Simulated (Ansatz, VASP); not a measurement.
## Si2Mo in VASP and in Ansatz

```xyz
3
Lattice="-1.6000 1.6000 3.9305 1.6000 -1.6000 3.9305 1.6000 1.6000 -3.9305" Properties=species:S:1:pos:R:3 pbc="T T T"
Mo    0.0000    0.0000    0.0000
Si    0.0000    0.0000    5.2433
Si    0.0000    0.0000    2.6177
```

Alike in both runs: task relaxation of cell and atoms; functional revPBE; dispersion D3(BJ); k mesh 12 × 12 × 12; occupations fermi-dirac, width 0.05 eV; no spin polarisation.

|  | VASP | Ansatz |
| --- | --- | --- |
| version | VASP 6.6.1 | Ansatz 0.2.0 |
| potentials or method | VASP PAW PBE potentials, release 64 (Mo_sv, Si) | Ansatz PAW |
| plane-wave cutoff (eV) | 600 | 420 |
| valence electrons in the cell | 22 | 22 |

VASP gave:

| Quantity | Value |
| --- | --- |
| gap on the k mesh at the Fermi level, each at its own relaxed structure (eV) | none |
| relaxed volume (Å³/atom) | 12.83 |
| relaxed cell length with the largest relative difference (Å) | 4.469 |

**Question.** Which values does Ansatz return?

**Answer.** gap on the k mesh at the Fermi level, each at its own relaxed structure (eV): none; relaxed volume (Å³/atom): 12.84; relaxed cell length with the largest relative difference (Å): 4.471.

VASP's potentials were made for PBE, not for revPBE. A gap of «none» marks a metal or a gap that the smearing closes.

Noted on Ansatz's run: the plane-wave basis is chosen anew once the cell has moved, so the energies of steps on either side of that aren't comparable.
